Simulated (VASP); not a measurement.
# Si16C (a cell with a defect) in VASP: single point with PBE+D3(BJ)

Aim: the single point of Si16C (a cell with a defect) with PBE+D3(BJ).

All numbers are computed with VASP 6.6.1; they aren't measurements. Logs are shortened: lines on timing, memory, paths and dates and some standing lists are left out, and cuts for length are marked.

## 1. The cell of the first run

The cell holds a defect, 17 atoms: a = 7.679 Å, b = 7.679 Å, c = 7.679 Å, α = 60.00°, β = 60.00°, γ = 60.00°.

## 2. Single point, PBE+D3(BJ), collinear spin, ferromagnetic start

Contents of INCAR:

```
ALGO = Normal
EDIFF = 1E-7
ENCUT = 520
GGA = PE
ISIF = 2
ISMEAR = 0
ISPIN = 2
IVDW = 12
LASPH = T
LCHARG = F
LORBIT = 11
LREAL = Auto
LWAVE = F
MAGMOM = 0 0 0 0 0 0 0 0 0 0 0 0 0 0 0 0 1
NBANDS = 52
NELM = 150
PREC = Accurate
SIGMA = 0.02
```

Contents of KPOINTS:

```
k-points
0
Gamma
  2 2 2
```

Contents of POSCAR:

```
Si16C
1.0
    0.0000000000      5.4300000000      5.4300000000
    5.4300000000      0.0000000000      5.4300000000
    5.4300000000      5.4300000000      0.0000000000
Si C
16 1
Direct
    0.0086165383     -0.0234192247      0.0105414154
    0.1446309164      0.1039104645      0.1202908863
   -0.0199450279      0.0612263055      0.4795164588
    0.1381773513      0.1114910714      0.6379418518
    0.0490749941      0.4708958654     -0.0010053009
    0.1466082692      0.6035849095      0.1368803267
    0.0047963020      0.4865414297      0.5048380367
    0.0703667009      0.7037812792      0.5696967468
    0.5185255224     -0.0319264628      0.0179069774
    0.6351549231      0.1087120882      0.1351611580
    0.5107976179     -0.0238425980      0.5086005477
    0.6208694307      0.1038185110      0.6439954932
    0.5201277494      0.4826693924      0.0203597320
    0.6526631785      0.5932243008      0.1519347656
    0.4996254749      0.4709567121      0.5478977268
    0.6368862830      0.6031435758      0.6468079487
    0.2326757756      0.5647901802      0.7317848289
```

Potentials or basis: VASP PAW PBE potentials, release 64 (Si, C).

On the command line:

```console
cat potpaw_PBE.64/Si/POTCAR potpaw_PBE.64/C/POTCAR > POTCAR
mpirun -np 1 vasp_std > vasp.out
```

OUTCAR:

```text
EDIFF = 1E-7
   ENCUT = 520
   GGA = PE
   ISIF = 2
   ISMEAR = 0
   ISPIN = 2
   IVDW = 12
   LASPH = T
   LORBIT = 11
   LREAL = Auto
   NELM = 150
   PREC = Accurate
 IVDW          = 12

 ion  position               nearest neighbor table
   1  0.009  0.977  0.011-   4 2.34   6 2.34   2 2.34  10 2.34
   2  0.145  0.104  0.120-   3 2.31   5 2.31   1 2.34   9 2.35
   3  0.980  0.061  0.480-   8 2.27  12 2.31   2 2.31   4 2.35
   4  0.138  0.111  0.638-   1 2.34  11 2.34   3 2.35   7 2.35
   5  0.049  0.471  0.999-  17 1.83   2 2.31   6 2.31  14 2.49   8 2.82
   6  0.147  0.604  0.137-   7 2.31   5 2.31   1 2.34  13 2.34
   7  0.005  0.487  0.505-   8 2.28  16 2.31   6 2.31   4 2.35
   8  0.070  0.704  0.570-  17 1.77   3 2.27   7 2.28  15 2.82   5 2.82
   9  0.519  0.968  0.018-   2 2.35  12 2.35  10 2.35  14 2.35
  10  0.635  0.109  0.135-  11 2.34   1 2.34  13 2.35   9 2.35
  11  0.511  0.976  0.509-   4 2.34  16 2.34  12 2.34  10 2.34
  12  0.621  0.104  0.644-   3 2.31  15 2.31  11 2.34   9 2.35
  13  0.520  0.483  0.020-   6 2.34  16 2.34  10 2.35  14 2.35
  14  0.653  0.593  0.152-  13 2.35   9 2.35  15 2.49   5 2.49
  15  0.500  0.471  0.548-  17 1.83  12 2.31  16 2.32  14 2.49   8 2.82
  16  0.637  0.603  0.647-   7 2.31  15 2.32  11 2.34  13 2.34
  17  0.233  0.565  0.732-   8 1.77  15 1.83   5 1.83

  LATTYP: Found a face centered cubic cell.
 ALAT       =    10.8600000000

  Lattice vectors:

 A1 = (   0.0000000000,   5.4300000000,   5.4300000000)
 A2 = (   5.4300000000,   0.0000000000,   5.4300000000)
 A3 = (   5.4300000000,   5.4300000000,   0.0000000000)

Analysis of symmetry for initial positions (statically):
=====================================================================
 Subroutine PRICEL returns:
 Original cell was already a primitive cell.

 Routine SETGRP: Setting up the symmetry group for a
 face centered cubic supercell.

 Subroutine GETGRP returns: Found  1 space group operations
 (whereof  1 operations were pure point group operations)
 out of a pool of 48 trial point group operations.

The static configuration has the point symmetry C_1 .

Analysis of symmetry for dynamics (positions and initial velocities):
=====================================================================
 Subroutine PRICEL returns:
 Original cell was already a primitive cell.

 Routine SETGRP: Setting up the symmetry group for a
 face centered cubic supercell.

 Subroutine GETGRP returns: Found  1 space group operations
 (whereof  1 operations were pure point group operations)
 out of a pool of 48 trial point group operations.

The dynamic configuration has the point symmetry C_1 .

Analysis of structural, dynamic, and magnetic symmetry:
=====================================================================
 Subroutine PRICEL returns:
 Original cell was already a primitive cell.

 Routine SETGRP: Setting up the symmetry group for a
 face centered cubic supercell.

 Subroutine GETGRP returns: Found  1 space group operations
 (whereof  1 operations were pure point group operations)
 out of a pool of 48 trial point group operations.

The overall configuration has the point symmetry C_1 .

 Subroutine INISYM returns: Found  1 space group operations
 (whereof  1 operations are pure point group operations),
 and found     1 'primitive' translations

----------------------------------------------------------------------------------------

                                     Primitive cell

  volume of cell :     320.2060

  direct lattice vectors                    reciprocal lattice vectors
     0.000000000  5.430000000  5.430000000    -0.092081031  0.092081031  0.092081031
     5.430000000  0.000000000  5.430000000     0.092081031 -0.092081031  0.092081031
     5.430000000  5.430000000  0.000000000     0.092081031  0.092081031 -0.092081031

  length of vectors
     7.679179644  7.679179644  7.679179644     0.159489025  0.159489025  0.159489025

  position of ions in fractional coordinates (direct lattice)
     0.008616538  0.976580775  0.010541415
     0.144630916  0.103910464  0.120290886
     0.980054972  0.061226305  0.479516459
     0.138177351  0.111491071  0.637941852
     0.049074994  0.470895865  0.998994699
     0.146608269  0.603584910  0.136880327
[... 9 lines left out ...]
     0.636886283  0.603143576  0.646807949
     0.232675776  0.564790180  0.731784829

  ion indices of the primitive-cell ions
   primitive index   ion index
                 1           1
[... 62 lines left out ...]
   PREC   = accura    normal or accurate (medium, high low for compatibility)
   ISTART =      0    job   : 0-new  1-cont  2-samecut
   ICHARG =      2    charge: 1-file 2-atom 10-const
   ISPIN  =      2    spin polarized calculation?
   LNONCOLLINEAR =      F non collinear calculations
   LSORBIT =      F    spin-orbit coupling
   LASPH  =      T    aspherical Exc in radial PAW
   ENCUT  =  520.0 eV  38.22 Ry    6.18 a.u.  14.28 14.28 14.28*2*pi/ulx,y,z
   NELM   =    150;   NELMIN=  2; NELMDL= -5     # of ELM steps
   EDIFF  = 0.1E-06   stopping-criterion for ELM
   LREAL  =      T    real-space projection
   EDIFFG = 0.1E-05   stopping-criterion for IOM
   NSW    =      0    number of steps for IOM
   IBRION =     -1    ionic relax: 0-MD 1-quasi-New 2-CG
   NFREE  =      0    steps in history (QN), initial steepest desc. (CG)
   ISIF   =      2    stress and relaxation
   ISYM   =      2    0-nonsym 1-usesym 2-fastsym
   POTIM  = 0.5000    time-step for ionic-motion
   TEBEG  =    0.0;   TEEND  =   0.0 temperature during run
   PSTRESS=    0.0 pullay stress
   NELECT =      68.0000    total number of electrons
   NUPDOWN=      -1.0000    fix difference up-down
   EMIN   =  10.00;   EMAX   =-10.00  energy-range for DOS
   EFERMI =   0.00;   METHOD = LEGACY
   ISMEAR =     0;   SIGMA  =   0.02  broadening in eV -4-tet -1-fermi 0-gaus
   EFERMI_NEDOS =   21; number of points for ismear=-14 and -15
   IALGO  =     38    algorithm
   IMIX   =      4    mixing-type and parameters
     AMIX     =   0.40;   BMIX     =  1.00
     AMIX_MAG =   1.60;   BMIX_MAG =  1.00
  volume/ion in A,a.u.               =      18.84       127.11
  Fermi-wavevector in a.u.,A,eV,Ry     =   0.976715  1.845724 12.979587  0.953973
  Thomas-Fermi vector in A             =   2.107356
   LORBIT       =     11    0 simple, 1 ext, 2 COOP (PROOUT), +10 PAW based schemes
   GGA     = PE    functional components
   LHFCALC =     F    Hartree Fock is set to
   AEXX    =    0.0000 exact exchange contribution
   IVDW    =    12    specifies the selected vdW correction
   LEPSILON=     F    determine dielectric tensor
   LRPA    =     F    only Hartree local field effects (RPA)
 spin polarized calculation
 Gauss-broadening in eV      SIGMA  =   0.02
  energy-cutoff  :      520.00
  volume of cell :      320.21
 maximum number of plane-waves:      8646
 NGX is ok and might be reduce to    60
   NGX = 29   NGY = 29   NGZ = 29

 number of electron      68.0000000 magnetization      -0.0000119

 number of electron      68.0000000 magnetization       0.0000027

 Free energy of the ion-electron system (eV)
  ---------------------------------------------------
  ext. energy  EPLUGINS =         0.00000000
  ---------------------------------------------------
  free energy    TOTEN  =       -91.10908391 eV

  energy without entropy =      -91.10908361  energy(sigma->0) =      -91.10908376

 E-fermi :   6.3273     XC(G=0):  -9.5580

 val. band max:        6.2668109521   @ k =   0.0000   0.5000   0.0000
 cond. band min:       6.3877892165   @ k =   0.0000   0.0000   0.0000
 fundamental gap:      0.1209782644
 Fermi energy:         6.3272995159

 spin component 1

 k-point     1 :       0.0000    0.0000    0.0000
  band No.  band energies     occupation
      1      -7.0650      1.00000
      2      -5.3206      1.00000
      3      -3.8606      1.00000
      4      -3.8167      1.00000
      5      -3.7174      1.00000
      6      -2.9338      1.00000
[... 381 lines left out ...]
     45      10.2861      0.00000
     46      10.4032      0.00000
 Fermi energy:         6.3272995159

 spin component 2

 k-point     1 :       0.0000    0.0000    0.0000
  band No.  band energies     occupation
      1      -7.0650      1.00000
      2      -5.3206      1.00000
      3      -3.8606      1.00000
      4      -3.8167      1.00000
      5      -3.7174      1.00000
      6      -2.9338      1.00000
[... 381 lines left out ...]
     45      10.2861      0.00000
     46      10.4032      0.00000
 [bands above 46 left out]

------------------------ aborting loop because EDIFF is reached ----------------------------------------

 Edisp (eV)   -5.32921

 E8    (eV) :    -2.1877

  FORCE on cell =-STRESS in cart. coord.  units (eV):
  Direction    XX          YY          ZZ          XY          YZ          ZX
  --------------------------------------------------------------------------------------
  -------------------------------------------------------------------------------------
  Total       0.37596     8.40208     0.37020    -0.23006    -0.21702     1.95183
  in kB       1.88116    42.04049     1.85233    -1.15114    -1.08590     9.76614
  external pressure =       15.26 kB  Pullay stress =        0.00 kB

 VOLUME and BASIS-vectors are now :
 -----------------------------------------------------------------------------
  energy-cutoff  :      520.00
  volume of cell :      320.21
      direct lattice vectors                 reciprocal lattice vectors
     0.000000000  5.430000000  5.430000000    -0.092081031  0.092081031  0.092081031
     5.430000000  0.000000000  5.430000000     0.092081031 -0.092081031  0.092081031
     5.430000000  5.430000000  0.000000000     0.092081031  0.092081031 -0.092081031

 POSITION                                       TOTAL-FORCE (eV/Angst)
 -----------------------------------------------------------------------------------
      5.36007      0.10403      5.34962         0.001681      0.004134     -0.000888
      1.21741      1.43853      1.34958         0.013534     -0.002613     -0.004251
      2.93623      7.92547      5.65416        -0.015056      0.003685     -0.013642
      4.06942      4.21433      1.35570         0.001514     -0.001174      0.004489
      7.98151      5.69102      2.82344        -0.007271     -0.000409     -0.013090
      4.02073      1.53934      4.07355        -0.001589      0.006228     -0.000361
[... 9 lines left out ...]
      6.78724      6.97046      6.73336        -0.002129     -0.004515     -0.005212
      7.04040      5.23702      4.33024         0.004811     -0.015841     -0.008743
 -----------------------------------------------------------------------------------
    total drift:                               -0.001033      0.004629      0.000105

  FREE ENERGIE OF THE ION-ELECTRON SYSTEM (eV)
  ---------------------------------------------------
  free  energy   TOTEN  =       -96.4382935140 eV

  energy  without entropy=      -96.4382932136  energy(sigma->0) =      -96.43829336

 total charge

# of ion       s       p       d       tot
------------------------------------------
    1        0.741   0.958   0.000   1.699
    2        0.748   0.959   0.000   1.708
    3        0.751   0.974   0.000   1.725
    4        0.741   0.946   0.000   1.687
    5        0.749   0.921   0.000   1.670
    6        0.753   0.952   0.000   1.705
[... 9 lines left out ...]
   16        0.753   0.952   0.000   1.705
   17        0.885   1.602   0.000   2.486
--------------------------------------------------
tot         12.871  16.770   0.000  29.642

 magnetization (x)

# of ion       s       p       d       tot
------------------------------------------
    1        0.000   0.000   0.000   0.000
    2        0.000  -0.000   0.000  -0.000
    3        0.000  -0.000   0.000   0.000
    4        0.000   0.000   0.000   0.000
    5       -0.000  -0.000   0.000  -0.000
    6       -0.000  -0.000   0.000  -0.000
[... 9 lines left out ...]
   16        0.000  -0.000   0.000  -0.000
   17       -0.000  -0.000   0.000  -0.000
--------------------------------------------------
tot          0.000  -0.000   0.000  -0.000
```

It took 9.9 min on 1 thread of Oxide Virtual Turin-like, shared host; peak memory 0.67 GiB.

Results:

- Free energy: -96.4383 eV
- Pressure: 1.5 GPa
- Largest force: 0.028 eV/Å
- Band gap on the k mesh: zero (filled and empty bands overlap)
- Net moment: 0.00 μB per cell
- Valence electrons inside the program's atomic spheres: Si 1.70, 1.71, 1.73, 1.69, 1.67, 1.65; C 2.49
- Dispersion energy per atom: -0.313 eV

Forces in eV/Å, atoms in the order of the input:
```
Si   0.002  0.004 -0.001
Si   0.014 -0.003 -0.004
Si  -0.015  0.004 -0.014
Si   0.002 -0.001  0.004
Si  -0.007  0.000 -0.013
Si  -0.002  0.006  0.000
Si   0.004  0.005  0.008
Si   0.010 -0.009  0.010
Si   0.004 -0.001  0.004
Si  -0.002  0.000  0.000
Si   0.001  0.004  0.002
Si   0.001 -0.007  0.014
Si  -0.002 -0.004  0.004
Si  -0.001 -0.001  0.007
Si  -0.011  0.025 -0.007
Si  -0.002 -0.005 -0.005
C    0.005 -0.016 -0.009
```

Stress tensor (GPa, compression positive):
```
 0.19 -0.12  0.98
-0.12  4.20 -0.11
 0.98 -0.11  0.19
```

Levels at points of the mesh, in eV from the Fermi level:
Spin up:
```
           k point  band 32  band 33  band 34  band 35  band 36  band 37
(0.00, 0.00, 0.00)    -0.78    -0.48    -0.46    -0.37     0.06     0.33
(0.50, 0.00, 0.00)    -1.27    -0.99    -0.22     0.70     0.73     1.08
(0.00, 0.50, 0.00)    -1.26    -0.95    -0.06     0.54     0.69     0.96
(0.00, 0.00, 0.50)    -1.27    -0.99    -0.23     0.70     0.73     1.08
(0.50, 0.50, 0.50)    -1.18    -1.09    -0.14     0.62     0.73     1.05
(0.50, 0.50, 0.00)    -1.67    -0.97    -0.85     0.84     1.14     1.40
(0.00, 0.50, 0.50)    -1.67    -0.97    -0.85     0.84     1.14     1.40
(0.50, 0.00, 0.50)    -1.72    -1.10     0.29     0.52     0.99     1.45
```
Spin down:
| k point | band 32 | band 33 | band 34 | band 35 | band 36 | band 37 |
| --- | --- | --- | --- | --- | --- | --- |
| (0.00, 0.00, 0.00) | -0.78 | -0.48 | -0.46 | -0.37 | 0.06 | 0.33 |
| (0.50, 0.00, 0.00) | -1.27 | -0.99 | -0.22 | 0.70 | 0.73 | 1.08 |
| (0.00, 0.50, 0.00) | -1.26 | -0.95 | -0.06 | 0.54 | 0.69 | 0.96 |
| (0.00, 0.00, 0.50) | -1.27 | -0.99 | -0.23 | 0.70 | 0.73 | 1.08 |
| (0.50, 0.50, 0.50) | -1.18 | -1.09 | -0.14 | 0.63 | 0.73 | 1.05 |
| (0.50, 0.50, 0.00) | -1.67 | -0.97 | -0.85 | 0.84 | 1.14 | 1.40 |
| (0.00, 0.50, 0.50) | -1.67 | -0.97 | -0.85 | 0.84 | 1.14 | 1.40 |
| (0.50, 0.00, 0.50) | -1.72 | -1.10 | 0.29 | 0.52 | 0.99 | 1.45 |

Caveat: the k points lie up to 0.50 Å⁻¹ apart.
